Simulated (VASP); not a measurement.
# Ti (I4/mmm) in VASP: single point with r2SCAN

Aim: the single point of Ti with r2SCAN.

All numbers are computed with VASP 6.6.1; they aren't measurements. Logs are shortened: lines on timing, memory, paths and dates and some standing lists are left out, and cuts for length are marked.

## Step 1: The cell of the first run

It takes space group I4/mmm (No. 139, tetragonal). Conventional cell: a = 2.986 Å, b = 2.986 Å, c = 3.898 Å, α = 90.00°, β = 90.00°, γ = 90.00°. Within 3.8 Å of Ti (site symmetry 4/mmm) lie 12 Ti at 2.87 to 2.99 Å.

## Step 2: Single point, r2SCAN (strain +0.040 along x and y, -0.040 along z)

POSCAR

```
Ti
1.0
    0.0000000000      2.1112000000      1.9488000000
    2.1112000000      0.0000000000      1.9488000000
    2.1112000000      2.1112000000      0.0000000000
Ti
1
Direct
    0.0000000000      0.0000000000      0.0000000000
```

INCAR.step1

```
PREC = Accurate
ENCUT = 520
ISMEAR = 0
SIGMA = 0.15
LREAL = F
LASPH = T
NELM = 60
NBANDS = 12
GGA = PE
ALGO = Normal
EDIFF = 1E-4
LWAVE = T
LCHARG = F
```

INCAR.step2

```
PREC = Accurate
ENCUT = 520
EDIFF = 1E-7
ISMEAR = 0
SIGMA = 0.15
LREAL = F
LASPH = T
NELM = 60
ALGO = Normal
ISIF = 2
LWAVE = F
LCHARG = T
METAGGA = R2SCAN
LMIXTAU = T
LELF = T
LVHAR = T
NBANDS = 12
ISTART = 1
```

KPOINTS

```
regular mesh
0
Gamma
  20 20 20
```

Potentials or basis: VASP PAW PBE potentials, release 64 (Ti_sv).

On the command line:

```console
$ cat potpaw_PBE.64/Ti_sv/POTCAR > POTCAR
$ cp INCAR.step1 INCAR
$ mpirun -np 1 vasp_std > vasp.out
$ cp INCAR.step2 INCAR
$ mpirun -np 1 vasp_std > vasp.out
```

OUTCAR:

```text
PREC = Accurate
   ENCUT = 520
   EDIFF = 1E-7
   ISMEAR = 0
   LREAL = F
   LASPH = T
   NELM = 60
   ISIF = 2
   METAGGA = R2SCAN
   ISTART = 1

 ion  position               nearest neighbor table
   1  0.000  0.000  0.000-

  LATTYP: Found a body centered tetragonal cell.
 ALAT       =     2.9856876729
 C/A-ratio  =     1.3054279037

  Lattice vectors:

 A1 = (   0.0000000000,  -2.1112000000,  -1.9488000000)
 A2 = (   0.0000000000,   2.1112000000,  -1.9488000000)
 A3 = (   2.1112000000,   0.0000000000,   1.9488000000)

Analysis of symmetry for initial positions (statically):
=====================================================================
 Subroutine PRICEL returns:
 Original cell was already a primitive cell.

 Routine SETGRP: Setting up the symmetry group for a
 body centered tetragonal supercell.

 Subroutine GETGRP returns: Found 16 space group operations
 (whereof 16 operations were pure point group operations)
 out of a pool of 16 trial point group operations.

The static configuration has the point symmetry D_4h.

Analysis of symmetry for dynamics (positions and initial velocities):
=====================================================================
 Subroutine PRICEL returns:
 Original cell was already a primitive cell.

 Routine SETGRP: Setting up the symmetry group for a
 body centered tetragonal supercell.

 Subroutine GETGRP returns: Found 16 space group operations
 (whereof 16 operations were pure point group operations)
 out of a pool of 16 trial point group operations.

The dynamic configuration has the point symmetry D_4h.

 Subroutine INISYM returns: Found 16 space group operations
 (whereof 16 operations are pure point group operations),
 and found     1 'primitive' translations

----------------------------------------------------------------------------------------

                                     Primitive cell

  volume of cell :      17.3722

  direct lattice vectors                    reciprocal lattice vectors
     0.000000000  2.111200000  1.948800000    -0.236832133  0.236832133  0.256568144
     2.111200000  0.000000000  1.948800000     0.236832133 -0.236832133  0.256568144
     2.111200000  2.111200000  0.000000000     0.236832133  0.236832133 -0.256568144

  length of vectors
     2.873149297  2.873149297  2.985687673     0.421907729  0.421907729  0.421907729

  position of ions in fractional coordinates (direct lattice)
     0.000000000  0.000000000  0.000000000

  ion indices of the primitive-cell ions
   primitive index   ion index
                 1           1

----------------------------------------------------------------------------------------

 KPOINTS: regular mesh

Automatic generation of k-mesh.
 Grid dimensions read from file:
 generate k-points for:   20   20   20

 Generating k-lattice:

  Cartesian coordinates                     Fractional coordinates (reciprocal lattice)
    -0.011841607  0.011841607  0.012828407     0.050000000  0.000000000  0.000000000
     0.011841607 -0.011841607  0.012828407     0.000000000  0.050000000  0.000000000
     0.011841607  0.011841607 -0.012828407    -0.000000000 -0.000000000  0.050000000

  Length of vectors
     0.021095386  0.021095386  0.021095386

  Shift w.r.t. Gamma in fractional coordinates (k-lattice)
     0.000000000  0.000000000  0.000000000

 Subroutine IBZKPT returns following result:
 ===========================================

 Found    641 irreducible k-points:

 Following reciprocal coordinates:
            Coordinates               Weight
  0.000000  0.000000  0.000000      1.000000
  0.050000  0.000000  0.000000      8.000000
  0.100000  0.000000  0.000000      8.000000
  0.150000  0.000000  0.000000      8.000000
  0.200000  0.000000  0.000000      8.000000
  0.250000  0.000000  0.000000      8.000000
[... 16 lines left out ...]
 -0.400000  0.050000  0.000000      8.000000
 -0.350000  0.050000  0.000000      8.000000
 [... further k-points ...]
   k-points           NKPTS =    641   k-points in BZ     NKDIM =    641   number of bands    NBANDS=     12
   number of dos      NEDOS =    301   number of ions     NIONS =      1
   total plane-waves  NPLWV =  13824
   dimension x,y,z NGX =    24 NGY =   24 NGZ =   24
   dimension x,y,z NGXF=    48 NGYF=   48 NGZF=   48
   ions per type =               1
   NGX,Y,Z   is equivalent  to a cutoff of  13.89, 13.89, 13.36 a.u.
   NGXF,Y,Z  is equivalent  to a cutoff of  27.77, 27.77, 26.73 a.u.
 SYSTEM =  unknown system
   PREC   = accura    normal or accurate (medium, high low for compatibility)
   ISTART =      1    job   : 0-new  1-cont  2-samecut
   ICHARG =      0    charge: 1-file 2-atom 10-const
   ISPIN  =      1    spin polarized calculation?
   LNONCOLLINEAR =      F non collinear calculations
   LSORBIT =      F    spin-orbit coupling
   LASPH  =      T    aspherical Exc in radial PAW
   ENCUT  =  520.0 eV  38.22 Ry    6.18 a.u.   5.34  5.34  5.55*2*pi/ulx,y,z
   NELM   =     60;   NELMIN=  2; NELMDL=  0     # of ELM steps
   EDIFF  = 0.1E-06   stopping-criterion for ELM
   LREAL  =      F    real-space projection
   EDIFFG = 0.1E-05   stopping-criterion for IOM
   NSW    =      0    number of steps for IOM
   IBRION =     -1    ionic relax: 0-MD 1-quasi-New 2-CG
   NFREE  =      0    steps in history (QN), initial steepest desc. (CG)
   ISIF   =      2    stress and relaxation
   ISYM   =      2    0-nonsym 1-usesym 2-fastsym
   POTIM  = 0.5000    time-step for ionic-motion
   TEBEG  =    0.0;   TEEND  =   0.0 temperature during run
   PSTRESS=    0.0 pullay stress
   NELECT =      12.0000    total number of electrons
   NUPDOWN=      -1.0000    fix difference up-down
   EMIN   =  10.00;   EMAX   =-10.00  energy-range for DOS
   EFERMI =   0.00;   METHOD = LEGACY
   ISMEAR =     0;   SIGMA  =   0.15  broadening in eV -4-tet -1-fermi 0-gaus
   EFERMI_NEDOS =   21; number of points for ismear=-14 and -15
   IALGO  =     38    algorithm
   IMIX   =      4    mixing-type and parameters
     AMIX     =   0.40;   BMIX     =  1.00
     AMIX_MAG =   1.60;   BMIX_MAG =  1.00
  volume/ion in A,a.u.               =      17.37       117.23
  Fermi-wavevector in a.u.,A,eV,Ry     =   1.447160  2.734736 28.494304  2.094272
  Thomas-Fermi vector in A             =   2.565147
   LORBIT       =      0    0 simple, 1 ext, 2 COOP (PROOUT), +10 PAW based schemes
   METAGGA = R2SCAN    functional components
   LHFCALC =     F    Hartree Fock is set to
   AEXX    =    0.0000 exact exchange contribution
   IVDW    =     0    specifies the selected vdW correction
   LEPSILON=     F    determine dielectric tensor
   LRPA    =     F    only Hartree local field effects (RPA)
 non-spin polarized calculation
 Gauss-broadening in eV      SIGMA  =   0.15
  energy-cutoff  :      520.00
  volume of cell :       17.37
 maximum number of plane-waves:       491
 NGX is ok and might be reduce to    24
   NGX = 11   NGY = 11   NGZ = 11

 number of electron      12.0000000 magnetization

 Free energy of the ion-electron system (eV)
  ---------------------------------------------------
  ext. energy  EPLUGINS =         0.00000000
  ---------------------------------------------------
  free energy    TOTEN  =       -12.88084068 eV

  energy without entropy =      -12.86166207  energy(sigma->0) =      -12.87125138

 E-fermi :   8.2160     XC(G=0): -12.4093

 val. band max:        8.2153303443   @ k =  -0.4500   0.1000   0.3000
 cond. band min:       8.2181155350   @ k =  -0.3500   0.4000   0.2000
 fundamental gap:      0.0027851907
 Fermi energy:         8.2160089446

 k-point     1 :       0.0000    0.0000    0.0000
  band No.  band energies     occupation
      1     -50.8219      2.00000
      2     -25.6258      2.00000
      3     -25.6258      2.00000
      4     -25.6220      2.00000
      5       1.7629      2.00000
      6       9.0676      0.00000
      7       9.0676      0.00000
      8       9.6447      0.00000
      9      10.6552      0.00000
     10      11.3137      0.00000
     11      24.1235      0.00000
     12      28.2164      0.00000

 k-point     2 :       0.0500    0.0000    0.0000
  band No.  band energies     occupation
      1     -50.8187      2.00000
      2     -25.6422      2.00000
      3     -25.6289      2.00000
      4     -25.6246      2.00000
      5       1.8475      2.00000
      6       9.0470      0.00000
      7       9.0969      0.00000
      8       9.6394      0.00000
      9      10.6419      0.00000
     10      11.2875      0.00000
     11      24.1881      0.00000
     12      27.7824      0.00000

 k-point     3 :       0.1000    0.0000    0.0000
  band No.  band energies     occupation
      1     -50.8097      2.00000
      2     -25.6934      2.00000
      3     -25.6378      2.00000
      4     -25.6284      2.00000
      5       2.0966      2.00000
      6       8.9599      0.00000
      7       9.1718      0.00000
      8       9.6534      0.00000
      9      10.6172      0.00000
     10      11.2190      0.00000
     11      24.3110      0.00000
     12      26.6575      0.00000

 k-point     4 :       0.1500    0.0000    0.0000
  band No.  band energies     occupation
      1     -50.7954      2.00000
      2     -25.7728      2.00000
      3     -25.6516      2.00000
      4     -25.6342      2.00000
      5       2.4965      2.00000
      6       8.7853      0.00000
      7       9.2517      0.00000
      8       9.7166      0.00000
      9      10.6271      0.00000
     10      11.1387      0.00000
     11      24.1442      0.00000
     12      25.5456      0.00000

 k-point     5 :       0.2000    0.0000    0.0000
  band No.  band energies     occupation
      1     -50.7775      2.00000
      2     -25.8718      2.00000
      3     -25.6690      2.00000
      4     -25.6415      2.00000
      5       3.0222      2.00000
      6       8.5600      0.00118
      7       9.2782      0.00000
      8       9.7943      0.00000
      9      10.7345      0.00000
     10      11.0964      0.00000
     11      23.1077      0.00000
     12      25.1044      0.00000
[... 228 lines left out ...]
      1     -50.6909      2.00000
      2     -26.3173      2.00000
      3     -25.7542      2.00000
      4     -25.6870      2.00000
      5       5.5862      2.00000
      6       8.5419      0.00212
      7       8.8617      0.00000
      8       9.5233      0.00000
      9      12.0096      0.00000
     10      12.2152      0.00000
     11      16.8424      0.00000
     12      23.2275      0.00000

 k-point    22 :      -0.4500    0.0500    0.0000
  band No.  band energies     occupation
      1     -50.6926      2.00000
      2     -26.3084      2.00000
      3     -25.7499      2.00000
      4     -25.6900      2.00000
      5       5.5554      2.00000
      6       8.4989      0.00764
      7       8.8693      0.00000
      8       9.5354      0.00000
      9      12.0326      0.00000
     10      12.1166      0.00000
     11      16.9837      0.00000
     12      23.2799      0.00000

 k-point    23 :      -0.4000    0.0500    0.0000
  band No.  band energies     occupation
      1     -50.7004      2.00000
      2     -26.2679      2.00000
      3     -25.7400      2.00000
      4     -25.6902      2.00000
      5       5.3802      2.00000
      6       8.3356      0.25937
      7       8.9239      0.00000
      8       9.5508      0.00000
      9      11.8826      0.00000
     10      11.9457      0.00000
     11      17.6626      0.00000
     12      23.4998      0.00000

 k-point    24 :      -0.3500    0.0500    0.0000
  band No.  band energies     occupation
      1     -50.7136      2.00000
      2     -26.1993      2.00000
      3     -25.7254      2.00000
      4     -25.6876      2.00000
      5       5.0208      2.00000
      6       8.1928      1.17287
      7       9.0197      0.00000
      8       9.5925      0.00000
      9      11.5537      0.00000
     10      11.7860      0.00000
     11      18.7184      0.00000
     12      23.8635      0.00000

 [... further k-points ...]
[... 5 lines left out ...]
  --------------------------------------------------------------------------------------
  -------------------------------------------------------------------------------------
  Total       -0.0613374     -0.0613374      0.2120578      0.0000000     -0.0000000      0.0000000
  in kB       -5.6569200     -5.6569200     19.5572924      0.0000000     -0.0000000      0.0000000
  external PRESSURE =       2.7478175 kB  Pullay stress =       0.0000000 kB

 VOLUME and BASIS-vectors are now :
 -----------------------------------------------------------------------------
  energy-cutoff  :      520.00
  volume of cell :       17.37
      direct lattice vectors                 reciprocal lattice vectors
     0.000000000  2.111200000  1.948800000    -0.236832133  0.236832133  0.256568144
     2.111200000  0.000000000  1.948800000     0.236832133 -0.236832133  0.256568144
     2.111200000  2.111200000  0.000000000     0.236832133  0.236832133 -0.256568144

 POSITION                                       TOTAL-FORCE (eV/Angst)
 -----------------------------------------------------------------------------------
      0.00000      0.00000      0.00000         0.000000      0.000000     -0.000000
 -----------------------------------------------------------------------------------
    total drift:                                0.000000      0.000000     -0.000000

  FREE ENERGIE OF THE ION-ELECTRON SYSTEM (eV)
  ---------------------------------------------------
  free  energy   TOTEN  =       -12.8808406772 eV

  energy  without entropy=      -12.8616620744  energy(sigma->0) =      -12.87125138
```

Run time: 5.2 min. Hardware: 1 thread of Intel Xeon Platinum 8375C at 2.90GHz (Ice Lake), shared host; peak memory 0.25 GiB.

Results:

| Quantity | Value |
| --- | --- |
| Free energy | -12.8808 eV |
| Pressure | 0.3 GPa |
| Band gap on the k mesh | zero (band 6 reaches 9.23 eV, above the bottom of band 7 at 7.69 eV) |

Stress tensor (GPa, compression positive):
```
-0.57  0.00  0.00
 0.00 -0.57  0.00
 0.00  0.00  1.96
```

Caveat: the cell differs from its parent crystal (strain +0.040 along x and y, -0.040 along z); the PAW data sets were made with another functional, which shifts forces and pressure a little.
